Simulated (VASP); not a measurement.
Set up this calculation in VASP 6.6.1, as the native input.

- Task: single point
- Functional: r2SCAN
- Potentials or basis: VASP PAW PBE potentials, release 64 (Zn, S)
- Cutoff: 550 eV
- k mesh: 10 × 10 × 10
- Occupations: gaussian, width 0.02 eV
- Spin: no spin polarisation
- Dipole correction: no
- Further INCAR settings: ALGO = Normal; EDIFF = 1e-06; NBANDS = 16

ZnS:

```
Zn S
1.0
     0.00000    2.67777    2.67777
     2.67777    0.00000    2.67777
     2.67777    2.67777    0.00000
Zn S
1 1
Direct
  0.00000 0.00000 0.00000
  0.25000 0.25000 0.25000
```

The input as run:

POSCAR

```
ZnS
1.0
    0.0000000000      2.6777701718      2.6777701718
    2.6777701718      0.0000000000      2.6777701718
    2.6777701718      2.6777701718      0.0000000000
Zn S
1 1
Direct
    0.0000000000      0.0000000000      0.0000000000
    0.2500000000      0.2500000000      0.2500000000
```

INCAR.step1

```
PREC = Accurate ; ENCUT = 550
ISMEAR = 0 ; SIGMA = 0.02
LREAL = F ; LASPH = T
NELM = 120 ; NBANDS = 16
GGA = PE ; ALGO = Normal
EDIFF = 1E-5 ; LWAVE = T
LCHARG = F ; GGA_COMPAT = F
```

INCAR.step2

```
PREC = Accurate ; ENCUT = 550
EDIFF = 1E-6 ; ISMEAR = 0
SIGMA = 0.02 ; LREAL = F
LASPH = T ; NELM = 120
ALGO = Normal ; ISIF = 2
LWAVE = F ; LCHARG = F
METAGGA = R2SCAN ; LMIXTAU = T
NBANDS = 16 ; ISTART = 1
GGA_COMPAT = F
```

KPOINTS

```
regular mesh
0
Gamma
  10 10 10
```

Potentials or basis: VASP PAW PBE potentials, release 64 (Zn, S).

Run with:

```bash
$ cat potpaw_PBE.64/Zn/POTCAR potpaw_PBE.64/S/POTCAR > POTCAR
$ cp INCAR.step1 INCAR
$ mpirun -np 1 vasp_std > vasp.out
$ cp INCAR.step2 INCAR
$ mpirun -np 1 vasp_std > vasp.out
```

It gave:

```yaml
Pressure: 1.5 GPa
Band_gap_on_the_k_mesh: 2.80 eV, direct
```

Caveat: the PAW data sets were made with another functional, which shifts forces and pressure a little.

Run time: 66 s on 1 thread of Intel(R) Xeon(R) 6975P-C (Granite Rapids) (shared host), peak memory 0.18 GiB.
